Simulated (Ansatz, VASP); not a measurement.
Hf2N: VASP beside Ansatz

Contents of POSCAR:

```
Hf2N
1.0
    5.3131240200      0.0000000000      0.0000000000
    0.0000000000      5.3131240200      0.0000000000
    0.0000000000      0.0000000000      3.2420983900
Hf N
4 2
Direct
    0.2955363700      0.2955363700      0.0000000000
    0.7044636300      0.7044636300      0.0000000000
    0.7955363700      0.2044636300      0.5000000000
    0.2044636300      0.7955363700      0.5000000000
    0.0000000000      0.0000000000      0.0000000000
    0.5000000000      0.5000000000      0.5000000000
```

Contents of INCAR.step1:

```
SYSTEM = Hf2N
PREC = Accurate
ENCUT = 520
ISMEAR = 0
SIGMA = 0.05
LREAL = .False.
LASPH = .True.
NELM = 100
NBANDS = 34
GGA = PE
ALGO = Normal
EDIFF = 1E-4
LWAVE = .True.
LCHARG = .False.
```

The input INCAR.step2:

```
SYSTEM = Hf2N
PREC = Accurate
ENCUT = 520
EDIFF = 1E-6
ISMEAR = 0
SIGMA = 0.05
LREAL = .False.
LASPH = .True.
NELM = 100
ALGO = Normal
ISIF = 2
LWAVE = .False.
LCHARG = .False.
METAGGA = R2SCAN
LMIXTAU = .True.
NBANDS = 34
ISTART = 1
```

KPOINTS

```
Automatic mesh
0
Gamma
  8 8 12
  0 0 0
```

Input for Ansatz:

```yaml
crystal:
  lattice:
    - [5.31312402, 0.0, 0.0]
    - [0.0, 5.31312402, 0.0]
    - [0.0, 0.0, 3.24209839]
  atoms:
    - { symbol: Hf, position: [0.29553637, 0.29553637, 0.0] }
    - { symbol: Hf, position: [0.70446363, 0.70446363, 0.0] }
    - { symbol: Hf, position: [0.79553637, 0.20446363, 0.5] }
    - { symbol: Hf, position: [0.20446363, 0.79553637, 0.5] }
    - { symbol: "N", position: [0.0, 0.0, 0.0] }
    - { symbol: "N", position: [0.5, 0.5, 0.5] }
basis:
  ecutwfc: 500
kpoints:
  mp_grid: { grid: [8, 8, 12] }
hamiltonian:
  xc: r2scan
scf:
  occupations: { method: gaussian, width: 0.05 }
output:
  forces: true
  stress: true
  eigenvalues: true
  write_density: true
  write_potential: true
  elf: true
  volumetric_format: npy
```

Alike in both runs: task single point; functional r2SCAN; k mesh 8 × 8 × 12; occupations gaussian, width 0.05 eV; no spin polarisation.

|  | VASP | Ansatz |
| --- | --- | --- |
| version | VASP 6.6.1 | Ansatz 0.2.0 |
| potentials or method | VASP PAW PBE potentials, release 64 (Hf_pv, N), cutoff 520 eV | scalar-relativistic, plane waves, PAW |
| valence electrons in the cell | 50 | 114 |

VASP gave:

| Quantity | Value |
| --- | --- |
| gap on the k mesh at the Fermi level (eV) | none |
| pressure (GPa) | -0.1 |
| traceless stress, the component that is largest in VASP (GPa) | 0.02 |
| rms of the force components (eV/Å) | 0.000 |

Question: Estimate Ansatz's values.

Answer: gap on the k mesh at the Fermi level (eV): none; pressure (GPa): 1.4; traceless stress, the component that is largest in VASP (GPa): 0.14; rms of the force components (eV/Å): 0.007.

VASP's potentials were made for PBE, not for r2SCAN. Atom by atom the forces differ by 0.007 eV/Å (rms over components). A gap of «none» marks a metal or a gap that the smearing closes. VASP's potentials hold 50 valence electrons a cell and Ansatz's 114, so a difference there can come from the potentials and not from the codes.

Neither program's run includes spin-orbit coupling.
